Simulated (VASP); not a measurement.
# ZnAu (R-3m) in VASP: single point with PBE

Aim: the single point of ZnAu with PBE.

All numbers are computed with VASP 6.6.1; they aren't measurements. Logs are shortened: lines on timing, memory, paths and dates and some standing lists are left out, and cuts for length are marked.

### Step 1. The cell of the first run

Symmetry: R-3m, No. 166, trigonal system. The conventional cell has a = 4.077 Å, b = 4.077 Å, c = 5.975 Å, α = 90.00°, β = 90.00°, γ = 120.00°. Within 3.4 Å of Zn (site symmetry -3m) lie 8 Au at 2.56 to 2.99 Å and 6 Zn at 3.08 Å. Within 3.4 Å of Au (site symmetry -3m) lie 8 Zn at 2.56 to 2.99 Å and 6 Au at 3.08 Å.

### Step 2. Single point, PBE (strained)

INCAR

```
SYSTEM = ZnAu
PREC = Accurate
ENCUT = 520
EDIFF = 1E-7
ISMEAR = 0
SIGMA = 0.1
LREAL = .FALSE.
LASPH = .TRUE.
NELM = 80
ALGO = Fast
ISIF = 2
LWAVE = .FALSE.
LCHARG = .FALSE.
GGA = PE
NBANDS = 18
```

KPOINTS

```
Automatic mesh
0
G
  12 12 12
  0 0 0
```

POSCAR

```
ZnAu
1.0
    3.0720384600     -0.1888200000      0.1888200000
   -0.1888200000      3.0720384600     -0.1888200000
    0.1888200000     -0.1888200000      3.0720384600
Zn Au
1 1
Direct
    0.5000000000      0.5000000000      0.5000000000
    0.0000000000      0.0000000000      0.0000000000
```

Potentials or basis: VASP PAW PBE potentials, release 64 (Zn, Au).

Started as:

```sh
> cat potpaw_PBE.64/Zn/POTCAR potpaw_PBE.64/Au/POTCAR > POTCAR
> mpirun -np 1 vasp_std > vasp.out
```

OUTCAR:

```text
SYSTEM = ZnAu
   PREC = Accurate
   ENCUT = 520
   EDIFF = 1E-7
   ISMEAR = 0
   LREAL = .FALSE.
   LASPH = .TRUE.
   NELM = 80
   ISIF = 2
   GGA = PE

 ion  position               nearest neighbor table
   1  0.500  0.500  0.500-   2 2.56   2 2.56   2 2.56   2 2.56   2 2.56   2 2.56   2 2.99   2 2.99

   2  0.000  0.000  0.000-   1 2.56   1 2.56   1 2.56   1 2.56   1 2.56   1 2.56   1 2.99   1 2.99

  LATTYP: Found a trigonal (rhomboedric) cell.
 ALAT       =     3.0836222668
 COS(alpha) =     0.1257558122

  Lattice vectors:

 A1 = (   0.1888200000,  -3.0720384600,   0.1888200000)
 A2 = (   3.0720384600,  -0.1888200000,   0.1888200000)
 A3 = (   0.1888200000,  -0.1888200000,   3.0720384600)

Analysis of symmetry for initial positions (statically):
=====================================================================
 Subroutine PRICEL returns:
 Original cell was already a primitive cell.

 Routine SETGRP: Setting up the symmetry group for a
 trigonal (rhombohedral) supercell.

 Subroutine GETGRP returns: Found 12 space group operations
 (whereof 12 operations were pure point group operations)
 out of a pool of 12 trial point group operations.

The static configuration has the point symmetry D_3d.

Analysis of symmetry for dynamics (positions and initial velocities):
=====================================================================
 Subroutine PRICEL returns:
 Original cell was already a primitive cell.

 Routine SETGRP: Setting up the symmetry group for a
 trigonal (rhombohedral) supercell.

 Subroutine GETGRP returns: Found 12 space group operations
 (whereof 12 operations were pure point group operations)
 out of a pool of 12 trial point group operations.

The dynamic configuration has the point symmetry D_3d.

 Subroutine INISYM returns: Found 12 space group operations
 (whereof 12 operations are pure point group operations),
 and found     1 'primitive' translations

----------------------------------------------------------------------------------------

                                     Primitive cell

  volume of cell :      28.6770

  direct lattice vectors                    reciprocal lattice vectors
     3.072038460 -0.188820000  0.188820000     0.327850448  0.018984179 -0.018984179
    -0.188820000  3.072038460 -0.188820000     0.018984179  0.327850448  0.018984179
     0.188820000 -0.188820000  3.072038460    -0.018984179  0.018984179  0.327850448

  length of vectors
     3.083622267  3.083622267  3.083622267     0.328947890  0.328947890  0.328947890

  position of ions in fractional coordinates (direct lattice)
     0.500000000  0.500000000  0.500000000
     0.000000000  0.000000000  0.000000000

  ion indices of the primitive-cell ions
   primitive index   ion index
                 1           1
                 2           2

----------------------------------------------------------------------------------------

 KPOINTS: Automatic mesh

Automatic generation of k-mesh.
 Grid dimensions read from file:
 generate k-points for:   12   12   12

 Generating k-lattice:

  Cartesian coordinates                     Fractional coordinates (reciprocal lattice)
     0.027320871  0.001582015 -0.001582015     0.083333333  0.000000000 -0.000000000
     0.001582015  0.027320871  0.001582015     0.000000000  0.083333333  0.000000000
    -0.001582015  0.001582015  0.027320871    -0.000000000  0.000000000  0.083333333

  Length of vectors
     0.027412324  0.027412324  0.027412324

  Shift w.r.t. Gamma in fractional coordinates (k-lattice)
     0.000000000  0.000000000  0.000000000

 Subroutine IBZKPT returns following result:
 ===========================================

 Found    189 irreducible k-points:

 Following reciprocal coordinates:
            Coordinates               Weight
  0.000000  0.000000  0.000000      1.000000
  0.083333  0.000000 -0.000000      6.000000
  0.166667  0.000000  0.000000      6.000000
  0.250000  0.000000 -0.000000      6.000000
  0.333333  0.000000 -0.000000      6.000000
  0.416667  0.000000 -0.000000      6.000000
[... 16 lines left out ...]
  0.500000  0.166667 -0.000000     12.000000
 -0.416667  0.166667  0.000000     12.000000
 [... further k-points ...]
   k-points           NKPTS =    189   k-points in BZ     NKDIM =    189   number of bands    NBANDS=     18
   number of dos      NEDOS =    301   number of ions     NIONS =      2
   total plane-waves  NPLWV =  13824
   dimension x,y,z NGX =    24 NGY =   24 NGZ =   24
   dimension x,y,z NGXF=    48 NGYF=   48 NGZF=   48
   ions per type =               1   1
   NGX,Y,Z   is equivalent  to a cutoff of  12.94, 12.94, 12.94 a.u.
   NGXF,Y,Z  is equivalent  to a cutoff of  25.88, 25.88, 25.88 a.u.
 SYSTEM =  ZnAu
   PREC   = accura    normal or accurate (medium, high low for compatibility)
   ISTART =      0    job   : 0-new  1-cont  2-samecut
   ICHARG =      2    charge: 1-file 2-atom 10-const
   ISPIN  =      1    spin polarized calculation?
   LNONCOLLINEAR =      F non collinear calculations
   LSORBIT =      F    spin-orbit coupling
   LASPH  =      T    aspherical Exc in radial PAW
   ENCUT  =  520.0 eV  38.22 Ry    6.18 a.u.   5.73  5.73  5.73*2*pi/ulx,y,z
   NELM   =     80;   NELMIN=  2; NELMDL= -5     # of ELM steps
   EDIFF  = 0.1E-06   stopping-criterion for ELM
   LREAL  =      F    real-space projection
   EDIFFG = 0.1E-05   stopping-criterion for IOM
   NSW    =      0    number of steps for IOM
   IBRION =     -1    ionic relax: 0-MD 1-quasi-New 2-CG
   NFREE  =      0    steps in history (QN), initial steepest desc. (CG)
   ISIF   =      2    stress and relaxation
   ISYM   =      2    0-nonsym 1-usesym 2-fastsym
   POTIM  = 0.5000    time-step for ionic-motion
   TEBEG  =    0.0;   TEEND  =   0.0 temperature during run
   PSTRESS=    0.0 pullay stress
   NELECT =      23.0000    total number of electrons
   NUPDOWN=      -1.0000    fix difference up-down
   EMIN   =  10.00;   EMAX   =-10.00  energy-range for DOS
   EFERMI =   0.00;   METHOD = LEGACY
   ISMEAR =     0;   SIGMA  =   0.10  broadening in eV -4-tet -1-fermi 0-gaus
   EFERMI_NEDOS =   21; number of points for ismear=-14 and -15
   IALGO  =     68    algorithm
   IMIX   =      4    mixing-type and parameters
     AMIX     =   0.40;   BMIX     =  1.00
     AMIX_MAG =   1.60;   BMIX_MAG =  1.00
  volume/ion in A,a.u.               =      14.34        96.76
  Fermi-wavevector in a.u.,A,eV,Ry     =   1.521036  2.874342 31.477772  2.313551
  Thomas-Fermi vector in A             =   2.629806
   LORBIT       =      0    0 simple, 1 ext, 2 COOP (PROOUT), +10 PAW based schemes
   GGA     = PE    functional components
   LHFCALC =     F    Hartree Fock is set to
   AEXX    =    0.0000 exact exchange contribution
   IVDW    =     0    specifies the selected vdW correction
   LEPSILON=     F    determine dielectric tensor
   LRPA    =     F    only Hartree local field effects (RPA)
 non-spin polarized calculation
 RMM-DIIS sequential band-by-band and
 Gauss-broadening in eV      SIGMA  =   0.10
  energy-cutoff  :      520.00
  volume of cell :       28.68
 maximum number of plane-waves:       794
   NGX = 11   NGY = 11   NGZ = 11

 number of electron      23.0000014 magnetization

 Free energy of the ion-electron system (eV)
  ---------------------------------------------------
  ext. energy  EPLUGINS =         0.00000000
  ---------------------------------------------------
  free energy    TOTEN  =        -4.32704510 eV

  energy without entropy =       -4.32420211  energy(sigma->0) =       -4.32562360

 E-fermi :   8.1363     XC(G=0): -12.8408

 val. band max:        8.0995076683   @ k =   0.5000   0.5000   0.4167
 cond. band min:       8.1488531212   @ k =   0.5000   0.3333   0.3333
 fundamental gap:      0.0493454529
 Fermi energy:         8.1362703892

 k-point     1 :       0.0000    0.0000    0.0000
  band No.  band energies     occupation
      1      -3.2606      2.00000
      2      -0.4672      2.00000
      3      -0.4672      2.00000
      4       0.1311      2.00000
      5       0.1311      2.00000
      6       0.6977      2.00000
[... 10 lines left out ...]
     17      21.1949      0.00000
     18      25.1341      0.00000

 k-point     2 :       0.0833    0.0000   -0.0000
  band No.  band energies     occupation
      1      -3.1261      2.00000
      2      -0.4300      2.00000
      3      -0.4231      2.00000
      4       0.1423      2.00000
      5       0.1560      2.00000
      6       0.6907      2.00000
[... 10 lines left out ...]
     17      21.7380      0.00000
     18      25.1374      0.00000

 k-point     3 :       0.1667    0.0000    0.0000
  band No.  band energies     occupation
      1      -2.7312      2.00000
      2      -0.3235      2.00000
      3      -0.3030      2.00000
      4       0.1764      2.00000
      5       0.2256      2.00000
      6       0.6721      2.00000
[... 10 lines left out ...]
     17      23.2770      0.00000
     18      24.9153      0.00000

 k-point     4 :       0.2500    0.0000   -0.0000
  band No.  band energies     occupation
      1      -2.1050      2.00000
      2      -0.1645      2.00000
      3      -0.1412      2.00000
      4       0.2341      2.00000
      5       0.3244      2.00000
      6       0.6496      2.00000
[... 375 lines left out ...]
      4       0.3617      2.00000
      5       0.4628      2.00000
      6       0.9149      2.00000
[... 10 lines left out ...]
     17      21.9863      0.00000
     18      24.2545      0.00000

 k-point    23 :       0.5000    0.1667   -0.0000
  band No.  band energies     occupation
      1      -0.2389      2.00000
      2      -0.0821      2.00000
      3       0.3054      2.00000
      4       0.3192      2.00000
      5       0.4429      2.00000
      6       1.1085      2.00000
[... 10 lines left out ...]
     17      21.9940      0.00000
     18      23.7510      0.00000

 k-point    24 :      -0.4167    0.1667    0.0000
  band No.  band energies     occupation
      1      -0.6295      2.00000
      2      -0.0947      2.00000
      3       0.1996      2.00000
      4       0.2911      2.00000
      5       0.4979      2.00000
      6       0.8142      2.00000
[... 10 lines left out ...]
     17      22.6105      0.00000
     18      23.2708      0.00000

 [... further k-points ...]
[... 5 lines left out ...]
  --------------------------------------------------------------------------------------
  -------------------------------------------------------------------------------------
  Total        4.4440031      4.4440031      4.4440031      0.9804988      0.9804988     -0.9804988
  in kB      248.2854192    248.2854192    248.2854192     54.7802403     54.7802403    -54.7802403
  external PRESSURE =     248.2854192 kB  Pullay stress =       0.0000000 kB

 VOLUME and BASIS-vectors are now :
 -----------------------------------------------------------------------------
  energy-cutoff  :      520.00
  volume of cell :       28.68
      direct lattice vectors                 reciprocal lattice vectors
     3.072038460 -0.188820000  0.188820000     0.327850448  0.018984179 -0.018984179
    -0.188820000  3.072038460 -0.188820000     0.018984179  0.327850448  0.018984179
     0.188820000 -0.188820000  3.072038460    -0.018984179  0.018984179  0.327850448

 POSITION                                       TOTAL-FORCE (eV/Angst)
 -----------------------------------------------------------------------------------
      1.53602      1.34720      1.53602         0.000000      0.000000      0.000000
      0.00000      0.00000      0.00000        -0.000000     -0.000000     -0.000000
 -----------------------------------------------------------------------------------
    total drift:                                0.000000      0.000000     -0.000000

  FREE ENERGIE OF THE ION-ELECTRON SYSTEM (eV)
  ---------------------------------------------------
  free  energy   TOTEN  =        -4.3270450966 eV

  energy  without entropy=       -4.3242021116  energy(sigma->0) =       -4.32562360
```

Wall time 2.2 min (1 thread of Intel Xeon 8259CL, shared host); peak memory 0.22 GiB.

Results:

```yaml
Free_energy: -4.3270 eV
Pressure: 24.8 GPa
Band_gap_on_the_k_mesh: zero (an odd number of electrons rules out a gap without spin polarisation)
```

Caveat: the cell differs from its parent crystal (strained); the cell stands under pressure; spin-orbit coupling is left out, which moves the levels of the heavy elements.

The gap in the log of VASP goes by the Fermi energy; the results here count the filled bands.